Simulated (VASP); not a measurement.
# HfO2 (Fm-3m) in VASP: notebook

Runs on HfO2. Level: PBE. Tasks: single point.

Program: VASP 6.6.1. These are calculated values, not measurements. Logs are shortened: lines on timing, memory, paths and dates and some standing lists are left out, and cuts for length are marked.

## (1) The cell of the first run

Symmetry: Fm-3m, No. 225, cubic system. The conventional cell has a = 5.198 Å, b = 5.198 Å, c = 5.198 Å, α = 90.00°, β = 90.00°, γ = 90.00°. Within 3.0 Å of Hf (site symmetry m-3m) lie 8 O at 2.25 Å. O (site symmetry -43m) has 4 Hf at 2.25 Å and 6 O at 2.60 Å within 3.0 Å.

## (2) Single point, PBE (volume scaled by 1.06)

The input, INCAR:

```
SYSTEM = HfO2
ALGO = Normal ; EDIFF = 1E-7
ENCUT = 520 ; GGA = PE
ISIF = 2 ; ISMEAR = 0
LASPH = .TRUE. ; LCHARG = .FALSE.
LREAL = .FALSE. ; LWAVE = .FALSE.
NBANDS = 18 ; NELM = 100
PREC = Accurate ; SIGMA = 0.02
```

The input, KPOINTS:

```
k-points
0
G
  8 8 8
  0 0 0
```

The input, POSCAR:

```
HfO2
1.0
    0.0000000000      2.5987950357      2.5987950357
    2.5987950357      0.0000000000      2.5987950357
    2.5987950357      2.5987950357      0.0000000000
Hf O
1 2
Direct
    0.0000000000      0.0000000000      0.0000000000
    0.2500000000      0.2500000000      0.2500000000
    0.7500000000      0.7500000000      0.7500000000
```

Potentials or basis: VASP PAW PBE potentials, release 64 (Hf_pv, O).

Started as:

```console
cat potpaw_PBE.64/Hf_pv/POTCAR potpaw_PBE.64/O/POTCAR > POTCAR
mpirun -np 1 vasp_std > vasp.out
```

OUTCAR:

```text
SYSTEM = HfO2
   EDIFF = 1E-7
   ENCUT = 520
   GGA = PE
   ISIF = 2
   ISMEAR = 0
   LASPH = .TRUE.
   LREAL = .FALSE.
   NELM = 100
   PREC = Accurate

 ion  position               nearest neighbor table
   1  0.000  0.000  0.000-   3 2.25   3 2.25   3 2.25   2 2.25   3 2.25   2 2.25   2 2.25   2 2.25

   2  0.250  0.250  0.250-   1 2.25   1 2.25   1 2.25   1 2.25
   3  0.750  0.750  0.750-   1 2.25   1 2.25   1 2.25   1 2.25

  LATTYP: Found a face centered cubic cell.
 ALAT       =     5.1975900714

  Lattice vectors:

 A1 = (   0.0000000000,   2.5987950357,   2.5987950357)
 A2 = (   2.5987950357,   0.0000000000,   2.5987950357)
 A3 = (   2.5987950357,   2.5987950357,   0.0000000000)

Analysis of symmetry for initial positions (statically):
=====================================================================
 Subroutine PRICEL returns:
 Original cell was already a primitive cell.

 Routine SETGRP: Setting up the symmetry group for a
 face centered cubic supercell.

 Subroutine GETGRP returns: Found 48 space group operations
 (whereof 48 operations were pure point group operations)
 out of a pool of 48 trial point group operations.

The static configuration has the point symmetry O_h .

Analysis of symmetry for dynamics (positions and initial velocities):
=====================================================================
 Subroutine PRICEL returns:
 Original cell was already a primitive cell.

 Routine SETGRP: Setting up the symmetry group for a
 face centered cubic supercell.

 Subroutine GETGRP returns: Found 48 space group operations
 (whereof 48 operations were pure point group operations)
 out of a pool of 48 trial point group operations.

The dynamic configuration has the point symmetry O_h .

 Subroutine INISYM returns: Found 48 space group operations
 (whereof 48 operations are pure point group operations),
 and found     1 'primitive' translations

----------------------------------------------------------------------------------------

                                     Primitive cell

  volume of cell :      35.1031

  direct lattice vectors                    reciprocal lattice vectors
     0.000000000  2.598795036  2.598795036    -0.192396858  0.192396858  0.192396858
     2.598795036  0.000000000  2.598795036     0.192396858 -0.192396858  0.192396858
     2.598795036  2.598795036  0.000000000     0.192396858  0.192396858 -0.192396858

  length of vectors
     3.675251185  3.675251185  3.675251185     0.333241134  0.333241134  0.333241134

  position of ions in fractional coordinates (direct lattice)
     0.000000000  0.000000000  0.000000000
     0.250000000  0.250000000  0.250000000
     0.750000000  0.750000000  0.750000000

  ion indices of the primitive-cell ions
   primitive index   ion index
                 1           1
                 2           2
                 3           3

----------------------------------------------------------------------------------------

 KPOINTS: k-points

Automatic generation of k-mesh.
 Grid dimensions read from file:
 generate k-points for:    8    8    8

 Generating k-lattice:

  Cartesian coordinates                     Fractional coordinates (reciprocal lattice)
    -0.024049607  0.024049607  0.024049607     0.125000000  0.000000000  0.000000000
     0.024049607 -0.024049607  0.024049607     0.000000000  0.125000000  0.000000000
     0.024049607  0.024049607 -0.024049607     0.000000000  0.000000000  0.125000000

  Length of vectors
     0.041655142  0.041655142  0.041655142

  Shift w.r.t. Gamma in fractional coordinates (k-lattice)
     0.000000000  0.000000000  0.000000000

 Subroutine IBZKPT returns following result:
 ===========================================

 Found     29 irreducible k-points:

 Following reciprocal coordinates:
            Coordinates               Weight
  0.000000  0.000000  0.000000      1.000000
  0.125000  0.000000  0.000000      8.000000
  0.250000  0.000000  0.000000      8.000000
  0.375000  0.000000  0.000000      8.000000
  0.500000  0.000000  0.000000      4.000000
  0.125000  0.125000  0.000000      6.000000
[... 16 lines left out ...]
  0.500000  0.250000  0.125000     48.000000
 -0.375000  0.250000  0.125000     24.000000
 [... further k-points ...]
   k-points           NKPTS =     29   k-points in BZ     NKDIM =     29   number of bands    NBANDS=     18
   number of dos      NEDOS =    301   number of ions     NIONS =      3
   total plane-waves  NPLWV =  21952
   dimension x,y,z NGX =    28 NGY =   28 NGZ =   28
   dimension x,y,z NGXF=    56 NGYF=   56 NGZF=   56
   ions per type =               1   2
   NGX,Y,Z   is equivalent  to a cutoff of  12.67, 12.67, 12.67 a.u.
   NGXF,Y,Z  is equivalent  to a cutoff of  25.33, 25.33, 25.33 a.u.
 SYSTEM =  HfO2
   PREC   = accura    normal or accurate (medium, high low for compatibility)
   ISTART =      0    job   : 0-new  1-cont  2-samecut
   ICHARG =      2    charge: 1-file 2-atom 10-const
   ISPIN  =      1    spin polarized calculation?
   LNONCOLLINEAR =      F non collinear calculations
   LSORBIT =      F    spin-orbit coupling
   LASPH  =      T    aspherical Exc in radial PAW
   ENCUT  =  520.0 eV  38.22 Ry    6.18 a.u.   6.83  6.83  6.83*2*pi/ulx,y,z
   NELM   =    100;   NELMIN=  2; NELMDL= -5     # of ELM steps
   EDIFF  = 0.1E-06   stopping-criterion for ELM
   LREAL  =      F    real-space projection
   EDIFFG = 0.1E-05   stopping-criterion for IOM
   NSW    =      0    number of steps for IOM
   IBRION =     -1    ionic relax: 0-MD 1-quasi-New 2-CG
   NFREE  =      0    steps in history (QN), initial steepest desc. (CG)
   ISIF   =      2    stress and relaxation
   ISYM   =      2    0-nonsym 1-usesym 2-fastsym
   POTIM  = 0.5000    time-step for ionic-motion
   TEBEG  =    0.0;   TEEND  =   0.0 temperature during run
   PSTRESS=    0.0 pullay stress
   NELECT =      22.0000    total number of electrons
   NUPDOWN=      -1.0000    fix difference up-down
   EMIN   =  10.00;   EMAX   =-10.00  energy-range for DOS
   EFERMI =   0.00;   METHOD = LEGACY
   ISMEAR =     0;   SIGMA  =   0.02  broadening in eV -4-tet -1-fermi 0-gaus
   EFERMI_NEDOS =   21; number of points for ismear=-14 and -15
   IALGO  =     38    algorithm
   IMIX   =      4    mixing-type and parameters
     AMIX     =   0.40;   BMIX     =  1.00
     AMIX_MAG =   1.60;   BMIX_MAG =  1.00
  volume/ion in A,a.u.               =      11.70        78.96
  Fermi-wavevector in a.u.,A,eV,Ry     =   1.400986  2.647479 26.704983  1.962761
  Thomas-Fermi vector in A             =   2.523892
   LORBIT       =      0    0 simple, 1 ext, 2 COOP (PROOUT), +10 PAW based schemes
   GGA     = PE    functional components
   LHFCALC =     F    Hartree Fock is set to
   AEXX    =    0.0000 exact exchange contribution
   IVDW    =     0    specifies the selected vdW correction
   LEPSILON=     F    determine dielectric tensor
   LRPA    =     F    only Hartree local field effects (RPA)
 non-spin polarized calculation
 Gauss-broadening in eV      SIGMA  =   0.02
  energy-cutoff  :      520.00
  volume of cell :       35.10
 maximum number of plane-waves:       960
   NGX = 13   NGY = 13   NGZ = 13

 number of electron      21.9999998 magnetization

 Free energy of the ion-electron system (eV)
  ---------------------------------------------------
  ext. energy  EPLUGINS =         0.00000000
  ---------------------------------------------------
  free energy    TOTEN  =       -30.12166931 eV

  energy without entropy =      -30.12166931  energy(sigma->0) =      -30.12166931

 E-fermi :   3.7719     XC(G=0): -11.4448

 val. band max:        3.6599202733   @ k =   0.5000   0.5000   0.0000
 cond. band min:       7.2571607523   @ k =   0.5000   0.5000   0.0000
 fundamental gap:      3.5972404790
 Fermi energy:         3.7719045352

 k-point     1 :       0.0000    0.0000    0.0000
  band No.  band energies     occupation
      1     -26.3779      2.00000
      2     -26.3779      2.00000
      3     -26.3779      2.00000
      4     -14.6210      2.00000
      5     -11.9497      2.00000
      6      -1.2427      2.00000
[... 10 lines left out ...]
     17      13.1686      0.00000
     18      16.7124      0.00000

 k-point     2 :       0.1250    0.0000    0.0000
  band No.  band energies     occupation
      1     -26.4242      2.00000
      2     -26.3832      2.00000
      3     -26.3832      2.00000
      4     -14.4482      2.00000
      5     -12.0902      2.00000
      6      -1.1057      2.00000
[... 10 lines left out ...]
     17      12.9448      0.00000
     18      16.6240      0.00000

 k-point     3 :       0.2500    0.0000    0.0000
  band No.  band energies     occupation
      1     -26.5329      2.00000
      2     -26.3958      2.00000
      3     -26.3958      2.00000
      4     -14.0291      2.00000
      5     -12.3909      2.00000
      6      -0.7639      2.00000
[... 10 lines left out ...]
     17      12.5316      0.00000
     18      15.5860      0.00000

 k-point     4 :       0.3750    0.0000    0.0000
  band No.  band energies     occupation
      1     -26.6376      2.00000
      2     -26.4084      2.00000
      3     -26.4084      2.00000
      4     -13.6322      2.00000
      5     -12.6134      2.00000
      6      -0.4155      2.00000
[... 375 lines left out ...]
      4     -13.6800      2.00000
      5     -12.6065      2.00000
      6      -0.7962      2.00000
[... 10 lines left out ...]
     17      12.7695      0.00000
     18      16.0474      0.00000

 k-point    23 :       0.5000    0.2500    0.1250
  band No.  band energies     occupation
      1     -26.6178      2.00000
      2     -26.4841      2.00000
      3     -26.4260      2.00000
      4     -13.3298      2.00000
      5     -12.7767      2.00000
      6      -0.8028      2.00000
[... 10 lines left out ...]
     17      13.7965      0.00000
     18      15.7836      0.00000

 k-point    24 :      -0.3750    0.2500    0.1250
  band No.  band energies     occupation
      1     -26.6384      2.00000
      2     -26.4992      2.00000
      3     -26.4331      2.00000
      4     -13.2215      2.00000
      5     -12.7984      2.00000
      6      -0.8088      2.00000
[... 10 lines left out ...]
     17      14.1860      0.00000
     18      15.6401      0.00000

 [... further k-points ...]
[... 5 lines left out ...]
  --------------------------------------------------------------------------------------
  -------------------------------------------------------------------------------------
  Total       -3.4576533     -3.4576533     -3.4576533     -0.0000000      0.0000000     -0.0000000
  in kB     -157.8141508   -157.8141508   -157.8141508     -0.0000000      0.0000000     -0.0000000
  external PRESSURE =    -157.8141508 kB  Pullay stress =       0.0000000 kB

 VOLUME and BASIS-vectors are now :
 -----------------------------------------------------------------------------
  energy-cutoff  :      520.00
  volume of cell :       35.10
      direct lattice vectors                 reciprocal lattice vectors
     0.000000000  2.598795036  2.598795036    -0.192396858  0.192396858  0.192396858
     2.598795036  0.000000000  2.598795036     0.192396858 -0.192396858  0.192396858
     2.598795036  2.598795036  0.000000000     0.192396858  0.192396858 -0.192396858

 POSITION                                       TOTAL-FORCE (eV/Angst)
 -----------------------------------------------------------------------------------
      0.00000      0.00000      0.00000        -0.000000     -0.000000      0.000000
      1.29940      1.29940      1.29940         0.000000      0.000000      0.000000
      3.89819      3.89819      3.89819        -0.000000      0.000000     -0.000000
 -----------------------------------------------------------------------------------
    total drift:                                0.000000      0.000000      0.000000

  FREE ENERGIE OF THE ION-ELECTRON SYSTEM (eV)
  ---------------------------------------------------
  free  energy   TOTEN  =       -30.1216693120 eV

  energy  without entropy=      -30.1216693120  energy(sigma->0) =      -30.12166931
```

It took 14 s on 1 thread of Intel Xeon Platinum 8488C (Sapphire Rapids), shared host; peak memory 0.16 GiB.

Results:

```
Free energy            : -30.1217 eV
Pressure               : -15.8 GPa
Band gap on the k mesh : 3.60 eV, direct
```

Caveat: spin-orbit coupling is left out, which moves the levels of the heavy elements.

## (3) Single point, PBE (volume scaled by 1.10)

The input, INCAR:

```
SYSTEM = HfO2
  PREC = Accurate
  ENCUT = 520
  EDIFF = 1E-7
  ISMEAR = 0
  SIGMA = 0.02
  LREAL = .False.
  LASPH = .True.
  NELM = 80
  ALGO = Normal
  ISIF = 2
  LWAVE = .False.
  LCHARG = .False.
  GGA = PE
  NBANDS = 18
```

The input, KPOINTS:

```
Automatic mesh
0
Gamma
  8 8 8
  0 0 0
```

The input, POSCAR:

```
HfO2
1.0
    0.0000000000      2.6310815052      2.6310815052
    2.6310815052      0.0000000000      2.6310815052
    2.6310815052      2.6310815052      0.0000000000
Hf O
1 2
Direct
    0.0000000000      0.0000000000      0.0000000000
    0.2500000000      0.2500000000      0.2500000000
    0.7500000000      0.7500000000      0.7500000000
```

Potentials or basis: VASP PAW PBE potentials, release 64 (Hf_pv, O).

Started as:

```console
cat potpaw_PBE.64/Hf_pv/POTCAR potpaw_PBE.64/O/POTCAR > POTCAR
mpirun -np 1 vasp_std > vasp.out
```

It took 15 s on 1 thread of Intel Xeon Platinum 8488C (Sapphire Rapids), shared host; peak memory 0.16 GiB.

Results (log left out):

```
Free energy            : -29.9664 eV
Pressure               : -22.0 GPa
Band gap on the k mesh : 3.49 eV, direct
```

Levels at points of the mesh, in eV from the valence-band top:
| k point | band 8 | band 9 | band 10 | band 11 | band 12 | band 13 | band 14 | band 15 |
| --- | --- | --- | --- | --- | --- | --- | --- | --- |
| (0.00, 0.00, 0.00) | -4.70 | -0.56 | -0.56 | -0.56 | 3.59 | 3.59 | 4.95 | 9.08 |
| (0.50, 0.00, 0.00) | -2.88 | -2.48 | -1.69 | -1.69 | 4.18 | 4.18 | 5.98 | 8.22 |
| (0.50, 0.50, 0.00) | -3.19 | -1.35 | -1.35 | 0.00 | 3.49 | 4.91 | 5.66 | 7.20 |

Caveat: spin-orbit coupling is left out, which moves the levels of the heavy elements. A k mesh can miss the band edges.
